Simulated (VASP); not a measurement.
# Zn (P2_13) in VASP: single point with PBE

Aim: the single point of Zn with PBE.

Everything below comes from runs of VASP 6.6.1. Logs are shortened: lines on timing, memory, paths and dates and some standing lists are left out, and cuts for length are marked.

### Step 1. The cell of the first run

Symmetry: P2_13, No. 198, cubic system. The conventional cell has a = 3.931 Å, b = 3.931 Å, c = 3.931 Å, α = 90.00°, β = 90.00°, γ = 90.00°. Zn (site symmetry 3) has 12 Zn at 2.63 to 2.96 Å within 3.5 Å.

### Step 2. Single point, PBE

File INCAR:

```
PREC = Accurate
ENCUT = 520
EDIFF = 1E-6
ISMEAR = 0
SIGMA = 0.1
LREAL = False
LASPH = True
NELM = 100
ALGO = Normal
ISIF = 2
LWAVE = False
LCHARG = False
GGA = PE
NBANDS = 32
```

File KPOINTS:

```
regular mesh
0
Gamma
  4 4 4
```

File POSCAR:

```
Zn
1.0
    3.9313266200      0.0000000000      0.0000000000
    0.0000000000      3.9313266200      0.0000000000
    0.0000000000      0.0000000000      3.9313266200
Zn
4
Direct
    0.0299999900      0.0299999900      0.0299999900
    0.4700000100      0.9700000100      0.5299999900
    0.5299999900      0.4700000100      0.9700000100
    0.9700000100      0.5299999900      0.4700000100
```

Potentials or basis: VASP PAW PBE potentials, release 64 (Zn).

On the command line:

```sh
cat potpaw_PBE.64/Zn/POTCAR > POTCAR
mpirun -np 1 vasp_std > vasp.out
```

OUTCAR:

```text
PREC = Accurate
   ENCUT = 520
   EDIFF = 1E-6
   ISMEAR = 0
   LREAL = False
   LASPH = True
   NELM = 100
   ISIF = 2
   GGA = PE

 ion  position               nearest neighbor table
   1  0.030  0.030  0.030-   2 2.63   3 2.63   4 2.63   2 2.63   4 2.63   3 2.63   4 2.96   4 2.96
                             2 2.96   3 2.96   2 2.96   3 2.96
   2  0.470  0.970  0.530-   1 2.63   3 2.63   4 2.63   1 2.63   3 2.63   4 2.63   1 2.96   3 2.96
                             1 2.96   3 2.96   4 2.96   4 2.96
   3  0.530  0.470  0.970-   1 2.63   2 2.63   4 2.63   4 2.63   2 2.63   1 2.63   2 2.96   1 2.96
                             1 2.96   2 2.96   4 2.96   4 2.96
   4  0.970  0.530  0.470-   1 2.63   2 2.63   3 2.63   3 2.63   1 2.63   2 2.63   3 2.96   1 2.96
                             3 2.96   2 2.96   1 2.96   2 2.96

  LATTYP: Found a simple cubic cell.
 ALAT       =     3.9313266200

  Lattice vectors:

 A1 = (   3.9313266200,   0.0000000000,   0.0000000000)
 A2 = (   0.0000000000,   3.9313266200,   0.0000000000)
 A3 = (   0.0000000000,   0.0000000000,   3.9313266200)

Analysis of symmetry for initial positions (statically):
=====================================================================
 Subroutine PRICEL returns:
 Original cell was already a primitive cell.

 Routine SETGRP: Setting up the symmetry group for a
 simple cubic supercell.

 Subroutine GETGRP returns: Found 12 space group operations
 (whereof  3 operations were pure point group operations)
 out of a pool of 48 trial point group operations.

The static configuration has the point symmetry C_3 .
 The point group associated with its full space group is T   .

Analysis of symmetry for dynamics (positions and initial velocities):
=====================================================================
 Subroutine PRICEL returns:
 Original cell was already a primitive cell.

 Routine SETGRP: Setting up the symmetry group for a
 simple cubic supercell.

 Subroutine GETGRP returns: Found 12 space group operations
 (whereof  3 operations were pure point group operations)
 out of a pool of 48 trial point group operations.

The dynamic configuration has the point symmetry C_3 .
 The point group associated with its full space group is T   .

 Subroutine INISYM returns: Found 12 space group operations
 (whereof  3 operations are pure point group operations),
 and found     1 'primitive' translations

----------------------------------------------------------------------------------------

                                     Primitive cell

  volume of cell :      60.7599

  direct lattice vectors                    reciprocal lattice vectors
     3.931326620  0.000000000  0.000000000     0.254367061  0.000000000  0.000000000
     0.000000000  3.931326620  0.000000000     0.000000000  0.254367061  0.000000000
     0.000000000  0.000000000  3.931326620     0.000000000  0.000000000  0.254367061

  length of vectors
     3.931326620  3.931326620  3.931326620     0.254367061  0.254367061  0.254367061

  position of ions in fractional coordinates (direct lattice)
     0.029999990  0.029999990  0.029999990
     0.470000010  0.970000010  0.529999990
     0.529999990  0.470000010  0.970000010
     0.970000010  0.529999990  0.470000010

  ion indices of the primitive-cell ions
   primitive index   ion index
                 1           1
                 2           2
                 3           3
                 4           4

----------------------------------------------------------------------------------------

 KPOINTS: regular mesh

Automatic generation of k-mesh.
 Grid dimensions read from file:
 generate k-points for:    4    4    4

 Generating k-lattice:

  Cartesian coordinates                     Fractional coordinates (reciprocal lattice)
     0.063591765  0.000000000  0.000000000     0.250000000  0.000000000  0.000000000
     0.000000000  0.063591765  0.000000000     0.000000000  0.250000000  0.000000000
     0.000000000  0.000000000  0.063591765     0.000000000  0.000000000  0.250000000

  Length of vectors
     0.063591765  0.063591765  0.063591765

  Shift w.r.t. Gamma in fractional coordinates (k-lattice)
     0.000000000  0.000000000  0.000000000

 Subroutine IBZKPT returns following result:
 ===========================================

 Found     11 irreducible k-points:

 Following reciprocal coordinates:
            Coordinates               Weight
  0.000000  0.000000  0.000000      1.000000
  0.250000  0.000000  0.000000      6.000000
  0.500000  0.000000  0.000000      3.000000
  0.250000  0.250000  0.000000     12.000000
  0.500000  0.250000  0.000000      6.000000
 -0.250000  0.500000  0.000000      6.000000
  0.500000  0.500000  0.000000      3.000000
  0.250000  0.250000  0.250000      8.000000
  0.500000  0.250000  0.250000     12.000000
  0.500000  0.500000  0.250000      6.000000
  0.500000  0.500000  0.500000      1.000000
   k-points           NKPTS =     11   k-points in BZ     NKDIM =     11   number of bands    NBANDS=     32
   number of dos      NEDOS =    301   number of ions     NIONS =      4
   total plane-waves  NPLWV =  27000
   dimension x,y,z NGX =    30 NGY =   30 NGZ =   30
   dimension x,y,z NGXF=    60 NGYF=   60 NGZF=   60
   ions per type =               4
   NGX,Y,Z   is equivalent  to a cutoff of  12.69, 12.69, 12.69 a.u.
   NGXF,Y,Z  is equivalent  to a cutoff of  25.37, 25.37, 25.37 a.u.
 SYSTEM =  unknown system
   PREC   = accura    normal or accurate (medium, high low for compatibility)
   ISTART =      0    job   : 0-new  1-cont  2-samecut
   ICHARG =      2    charge: 1-file 2-atom 10-const
   ISPIN  =      1    spin polarized calculation?
   LNONCOLLINEAR =      F non collinear calculations
   LSORBIT =      F    spin-orbit coupling
   LASPH  =      T    aspherical Exc in radial PAW
   ENCUT  =  520.0 eV  38.22 Ry    6.18 a.u.   7.31  7.31  7.31*2*pi/ulx,y,z
   NELM   =    100;   NELMIN=  2; NELMDL= -5     # of ELM steps
   EDIFF  = 0.1E-05   stopping-criterion for ELM
   LREAL  =      F    real-space projection
   EDIFFG = 0.1E-04   stopping-criterion for IOM
   NSW    =      0    number of steps for IOM
   IBRION =     -1    ionic relax: 0-MD 1-quasi-New 2-CG
   NFREE  =      0    steps in history (QN), initial steepest desc. (CG)
   ISIF   =      2    stress and relaxation
   ISYM   =      2    0-nonsym 1-usesym 2-fastsym
   POTIM  = 0.5000    time-step for ionic-motion
   TEBEG  =    0.0;   TEEND  =   0.0 temperature during run
   PSTRESS=    0.0 pullay stress
   NELECT =      48.0000    total number of electrons
   NUPDOWN=      -1.0000    fix difference up-down
   EMIN   =  10.00;   EMAX   =-10.00  energy-range for DOS
   EFERMI =   0.00;   METHOD = LEGACY
   ISMEAR =     0;   SIGMA  =   0.10  broadening in eV -4-tet -1-fermi 0-gaus
   EFERMI_NEDOS =   21; number of points for ismear=-14 and -15
   IALGO  =     38    algorithm
   IMIX   =      4    mixing-type and parameters
     AMIX     =   0.40;   BMIX     =  1.00
     AMIX_MAG =   1.60;   BMIX_MAG =  1.00
  volume/ion in A,a.u.               =      15.19       102.51
  Fermi-wavevector in a.u.,A,eV,Ry     =   1.513385  2.859883 31.161892  2.290334
  Thomas-Fermi vector in A             =   2.623183
   LORBIT       =      0    0 simple, 1 ext, 2 COOP (PROOUT), +10 PAW based schemes
   GGA     = PE    functional components
   LHFCALC =     F    Hartree Fock is set to
   AEXX    =    0.0000 exact exchange contribution
   IVDW    =     0    specifies the selected vdW correction
   LEPSILON=     F    determine dielectric tensor
   LRPA    =     F    only Hartree local field effects (RPA)
 non-spin polarized calculation
 Gauss-broadening in eV      SIGMA  =   0.10
  energy-cutoff  :      520.00
  volume of cell :       60.76
 maximum number of plane-waves:      1666
 NGX is ok and might be reduce to    30
   NGX = 15   NGY = 15   NGZ = 15

 number of electron      47.9999994 magnetization

 Free energy of the ion-electron system (eV)
  ---------------------------------------------------
  ext. energy  EPLUGINS =         0.00000000
  ---------------------------------------------------
  free energy    TOTEN  =        -4.30031339 eV

  energy without entropy =       -4.29491964  energy(sigma->0) =       -4.29761652

 E-fermi :   2.8963     XC(G=0): -11.5473

 val. band max:        2.5621383250   @ k =   0.5000   0.2500   0.2500
 cond. band min:       2.9312398102   @ k =   0.2500   0.0000   0.0000
 fundamental gap:      0.3691014852
 Fermi energy:         2.8963323053

 k-point     1 :       0.0000    0.0000    0.0000
  band No.  band energies     occupation
      1      -7.2876      2.00000
      2      -5.2512      2.00000
      3      -5.2512      2.00000
      4      -5.2512      2.00000
      5      -5.1721      2.00000
      6      -5.1721      2.00000
[... 24 lines left out ...]
     31      11.6913      0.00000
     32      11.6913      0.00000

 k-point     2 :       0.2500    0.0000    0.0000
  band No.  band energies     occupation
      1      -6.6719      2.00000
      2      -5.1732      2.00000
      3      -5.1662      2.00000
      4      -5.1125      2.00000
      5      -5.0985      2.00000
      6      -5.0555      2.00000
[... 24 lines left out ...]
     31       9.8568      0.00000
     32      12.4681      0.00000

 k-point     3 :       0.5000    0.0000    0.0000
  band No.  band energies     occupation
      1      -5.2877      2.00000
      2      -5.2877      2.00000
      3      -4.9742      2.00000
      4      -4.9742      2.00000
      5      -4.9084      2.00000
      6      -4.9084      2.00000
[... 24 lines left out ...]
     31      14.4328      0.00000
     32      14.4334      0.00000

 k-point     4 :       0.2500    0.2500    0.0000
  band No.  band energies     occupation
      1      -6.1061      2.00000
      2      -5.1066      2.00000
      3      -5.0637      2.00000
      4      -5.0140      2.00000
      5      -4.9891      2.00000
      6      -4.9535      2.00000
[... 24 lines left out ...]
     31      10.1141      0.00000
     32      10.6419      0.00000

 k-point     5 :       0.5000    0.2500    0.0000
  band No.  band energies     occupation
      1      -5.0313      2.00000
      2      -5.0313      2.00000
      3      -4.9208      2.00000
      4      -4.9208      2.00000
      5      -4.8414      2.00000
      6      -4.8414      2.00000
[... 24 lines left out ...]
     31      11.6381      0.00000
     32      11.6381      0.00000

 k-point     6 :      -0.2500    0.5000    0.0000
  band No.  band energies     occupation
      1      -5.0704      2.00000
      2      -5.0704      2.00000
      3      -4.9010      2.00000
      4      -4.9010      2.00000
      5      -4.8235      2.00000
      6      -4.8235      2.00000
[... 24 lines left out ...]
     31      11.3482      0.00000
     32      11.3482      0.00000

 k-point     7 :       0.5000    0.5000    0.0000
  band No.  band energies     occupation
      1      -4.8914      2.00000
      2      -4.8914      2.00000
      3      -4.8693      2.00000
      4      -4.8693      2.00000
      5      -4.7876      2.00000
      6      -4.7876      2.00000
[... 24 lines left out ...]
     31       9.1384      0.00000
     32       9.1384      0.00000

 k-point     8 :       0.2500    0.2500    0.2500
  band No.  band energies     occupation
      1      -5.6924      2.00000
      2      -5.0620      2.00000
      3      -5.0526      2.00000
      4      -5.0418      2.00000
      5      -4.8420      2.00000
      6      -4.8037      2.00000
[... 24 lines left out ...]
     31      10.9018      0.00000
     32      13.8937      0.00000

 k-point     9 :       0.5000    0.2500    0.2500
  band No.  band energies     occupation
      1      -5.1771      2.00000
      2      -5.1771      2.00000
      3      -4.9785      2.00000
      4      -4.9785      2.00000
      5      -4.7839      2.00000
      6      -4.7839      2.00000
[... 24 lines left out ...]
     31      12.5052      0.00000
     32      12.5052      0.00000

 k-point    10 :       0.5000    0.5000    0.2500
  band No.  band energies     occupation
      1      -5.1817      2.00000
      2      -5.1817      2.00000
      3      -5.1245      2.00000
      4      -5.1245      2.00000
      5      -4.6959      2.00000
      6      -4.6959      2.00000
[... 24 lines left out ...]
     31      14.0195      0.00000
     32      14.0195      0.00000

 k-point    11 :       0.5000    0.5000    0.5000
  band No.  band energies     occupation
      1      -5.2912      2.00000
      2      -5.2912      2.00000
      3      -5.2912      2.00000
      4      -5.2912      2.00000
      5      -4.6078      2.00000
      6      -4.6078      2.00000
[... 24 lines left out ...]
     31      18.4574      0.00000
     32      18.4973      0.00000

------------------------ aborting loop because EDIFF is reached ----------------------------------------

  FORCE on cell =-STRESS in cart. coord.  units (eV):
  Direction    XX          YY          ZZ          XY          YZ          ZX
  --------------------------------------------------------------------------------------
  -------------------------------------------------------------------------------------
  Total        1.3464995      1.3464995      1.3464995     -0.0000000     -0.0000000      0.0000000
  in kB       35.5058077     35.5058077     35.5058077     -0.0000000     -0.0000000      0.0000000
  external PRESSURE =      35.5058077 kB  Pullay stress =       0.0000000 kB

 VOLUME and BASIS-vectors are now :
 -----------------------------------------------------------------------------
  energy-cutoff  :      520.00
  volume of cell :       60.76
      direct lattice vectors                 reciprocal lattice vectors
     3.931326620  0.000000000  0.000000000     0.254367061  0.000000000  0.000000000
     0.000000000  3.931326620  0.000000000     0.000000000  0.254367061  0.000000000
     0.000000000  0.000000000  3.931326620     0.000000000  0.000000000  0.254367061

 POSITION                                       TOTAL-FORCE (eV/Angst)
 -----------------------------------------------------------------------------------
      0.11794      0.11794      0.11794        -0.274451     -0.274451     -0.274451
      1.84772      3.81339      2.08360         0.274451      0.274451     -0.274451
      2.08360      1.84772      3.81339        -0.274451      0.274451      0.274451
      3.81339      2.08360      1.84772         0.274451     -0.274451      0.274451
 -----------------------------------------------------------------------------------
    total drift:                                0.000001      0.000001      0.000000

  FREE ENERGIE OF THE ION-ELECTRON SYSTEM (eV)
  ---------------------------------------------------
  free  energy   TOTEN  =        -4.3003133905 eV

  energy  without entropy=       -4.2949196418  energy(sigma->0) =       -4.29761652
```

Run time: 35 s. Hardware: 1 thread of Intel Xeon Platinum 8259CL at 2.50GHz (Skylake/Cascade Lake), shared host; peak memory 0.16 GiB.

Results:

```
Free energy            : -4.3003 eV
Pressure               : 3.6 GPa
Largest force          : 0.475 eV/Å
Band gap on the k mesh : zero (band 24 reaches 5.06 eV, above the bottom of band 25 at 1.74 eV)
```

Forces on the atoms (eV/Å):
```
Zn  -0.274 -0.274 -0.274
Zn   0.274  0.274 -0.274
Zn  -0.274  0.274  0.274
Zn   0.274 -0.274  0.274
```

Caveat: the k points lie up to 0.40 Å⁻¹ apart.
